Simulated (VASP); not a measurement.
Write the native input for VASP 6.6.1 that does the following.

- Task: single point
- Functional: PBE
- Potentials or basis: VASP PAW PBE potentials, release 64 (Nb_sv, N)
- Cutoff: 520 eV
- k mesh: 6 × 6 × 6
- Occupations: gaussian, width 0.1 eV
- Spin: no spin polarisation
- Dipole correction: no
- Further INCAR settings: ALGO = Normal; EDIFF = 1e-06; NBANDS = 18

The structure of NbN2 lies in POSCAR:

```
NbN2
1.0
    1.5823062550      0.9135449423      4.5579968577
   -1.5823062550      0.9135449423      4.5579968577
    0.0000000000     -1.8270898846      4.5579968577
Nb N
1 2
Direct
    0.0000000000      0.0000000000      0.0000000000
    0.7402555442      0.7402555442      0.7402555442
    0.2597444558      0.2597444558      0.2597444558
```

These files were run (other wordings do the same):

INCAR

```
SYSTEM = NbN2
  PREC = Accurate
  ENCUT = 520
  EDIFF = 1E-6
  ISMEAR = 0
  SIGMA = 0.1
  LREAL = .False.
  LASPH = .True.
  NELM = 60
  ALGO = Normal
  ISIF = 2
  LWAVE = .False.
  LCHARG = .True.
  GGA = PE
  LELF = .True.
  LVHAR = .True.
  NBANDS = 18
```

KPOINTS

```
regular mesh
0
Gamma
  6 6 6
  0 0 0
```

Potentials or basis: VASP PAW PBE potentials, release 64 (Nb_sv, N).

Command:

```bash
$ cat potpaw_PBE.64/Nb_sv/POTCAR potpaw_PBE.64/N/POTCAR > POTCAR
$ mpirun -np 1 vasp_std > vasp.out
```

Results of the run:

The pressure is -0.4 GPa. The largest force is 0.023 eV/Å.

Caveat: the k points lie up to 0.39 Å⁻¹ apart.

Wall time 58 s on 1 thread of Intel(R) Xeon(R) Platinum 8488C (Sapphire Rapids), with other jobs on the host, peak memory 0.23 GiB.
